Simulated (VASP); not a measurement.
The system is TaN.

```
CELL_PARAMETERS angstrom
0.00000 2.24138 2.24138
2.24138 0.00000 2.24138
2.24138 2.24138 0.00000
ATOMIC_POSITIONS crystal
Ta 0.50000 0.50000 0.50000
N 0.00000 0.00000 0.00000
```

This cell differs from its parent crystal: volume scaled by 1.06.

Base run:

| Property | Result |
| --- | --- |
| Program | VASP 6.6.1 |
| Functional | r2SCAN |
| Potentials or basis | VASP PAW PBE potentials, release 64 (Ta_sv_GW, N) |
| Cutoff | 660 eV |
| k mesh | 16 × 16 × 16 |
| Occupations | gaussian, width 0.1 eV |
| Spin | no spin polarisation |

Its results: band gap on the k mesh zero (band 9 reaches 14.75 eV, above the bottom of band 10 at 10.99 eV); pressure -18.1 GPa.

Q: The run is repeated on the same cell with these changes: potentials or basis from VASP PAW PBE potentials, release 64 (Ta_sv_GW, N) to VASP PAW PBE potentials, release 64 (Ta_pv, N); cutoff from 660 eV to 520 eV; further incar settings from ALGO = Normal; EDIFF = 1e-06; NBANDS = 16 to ALGO = Normal; EDIFF = 1e-06; NBANDS = 15; valence electrons from 18 to 16. What comes out?

A: Band gap on the k mesh zero (band 8 reaches 10.71 eV, above the bottom of band 9 at 6.96 eV); pressure -16.5 GPa.

Caveats: the PAW data sets were made with another functional, which shifts forces and pressure a little; spin-orbit coupling is left out, which moves the levels of the heavy elements.
